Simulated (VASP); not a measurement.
Input of a VASP 6.6.1 run:

File INCAR:

```
SYSTEM = AlRu
PREC = Accurate ; ENCUT = 520
EDIFF = 1E-6 ; ISMEAR = 0
SIGMA = 0.15 ; LREAL = .False.
LASPH = .True. ; NELM = 60
ALGO = Fast ; ISIF = 2
LWAVE = .False. ; LCHARG = .False.
GGA = PS ; NBANDS = 16
```

KPOINTS

```
regular mesh
0
Gamma
  20 20 20
  0 0 0
```

Contents of POSCAR:

```
AlRu
1.0
    2.9764078228      0.0000000000      0.0000000000
    0.0000000000      2.7978233534      0.0000000000
    0.0000000000      0.0000000000      2.9764078228
Al Ru
1 1
Direct
    0.0000000000      0.0000000000      0.0000000000
    0.5000000000      0.5000000000      0.5000000000
```

Potentials or basis: VASP PAW PBE potentials, release 64 (Al, Ru_pv).

Run with:

```bash
$ cat potpaw_PBE.64/Al/POTCAR potpaw_PBE.64/Ru_pv/POTCAR > POTCAR
$ mpirun -np 1 vasp_std > vasp.out
```

Question: Estimate the band gap on the k mesh.

Answer: Zero (an odd number of electrons rules out a gap without spin polarisation).

Question: What does it give for the pressure?

Answer: 16.3 GPa.

Stress tensor (GPa, compression positive):
```
11.54  0.00  0.00
 0.00 25.77  0.00
 0.00  0.00 11.54
```

Caveat: the cell differs from its parent crystal (strain -0.0600 x Voigt [0, 1, 0, 0, 0, 0]); the stress differs along the axes, from 12 to 26 GPa; the PAW data sets were made with another functional, which shifts forces and pressure a little.
